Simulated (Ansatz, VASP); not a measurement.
## One calculation of Re, two programs

File INCAR:

```
PREC     = Accurate       # precision mode
ENCUT    = 520            # plane-wave cutoff, eV
EDIFF    = 1E-7           # SCF threshold, eV
ISMEAR   = -1             # smearing method
SIGMA    = 0.1            # smearing width, eV
LREAL    = False          # projectors in reciprocal space
LASPH    = True           # aspherical terms in the spheres
NELM     = 100            # most SCF steps
ALGO     = Normal         # electronic algorithm
ISIF     = 2              # what is computed and relaxed
LWAVE    = False          # write WAVECAR
LCHARG   = False          # write CHGCAR
GGA      = PS             # functional
NBANDS   = 10             # bands
```

Contents of KPOINTS:

```
regular mesh
0
Gamma
  15 15 15
```

Contents of POSCAR:

```
Re
1.0
    2.3288174765      0.0000000000      0.0000000000
    0.0000000000      2.3288174765      0.0000000000
    0.0000000000      0.0000000000      2.3288174765
Re
1
Direct
    0.0000000000      0.0000000000      0.0000000000
```

Input for Ansatz:

```yaml
crystal:
  lattice:
    - [2.3288174765, 0.0, 0.0]
    - [0.0, 2.3288174765, 0.0]
    - [0.0, 0.0, 2.3288174765]
  atoms:
    - { symbol: Re, position: [0.0, 0.0, 0.0] }
kpoints:
  mp_grid: { grid: [15, 15, 15] }
scf:
  occupations: { method: fermi_dirac, width: 0.1 }
hamiltonian:
  xc: pbesol
  pseudopotentials: { kind: all_electron, lapw: { basis_error: 0.001 } }
output:
  forces: true
  stress: true
  eigenvalues: true
  populations: true
```

Change from the starting cell: volume scaled by 0.76, LAPW.

Alike in both runs: task single point; functional PBEsol; k mesh 15 × 15 × 15; occupations fermi-dirac, width 0.1 eV; no spin polarisation.

```csv
,VASP,Ansatz
version,VASP 6.6.1,Ansatz 0.2.0
potentials or method,"VASP PAW PBE potentials, release 64 (Re), cutoff 520 eV","all-electron LAPW, scalar-relativistic"
```

```tsv
	VASP	Ansatz	Ansatz less VASP
pressure (GPa)	137.4	138.7	+1.24
```

VASP's potentials were made for PBE, not for PBEsol. Both programs put the cell under a high pressure, so it lies far from rest at this level. Ansatz ran all-electron here, and VASP with PAW potentials.

Spin-orbit coupling is off throughout. Noted on VASP's run: the cell as given lies far from equilibrium.
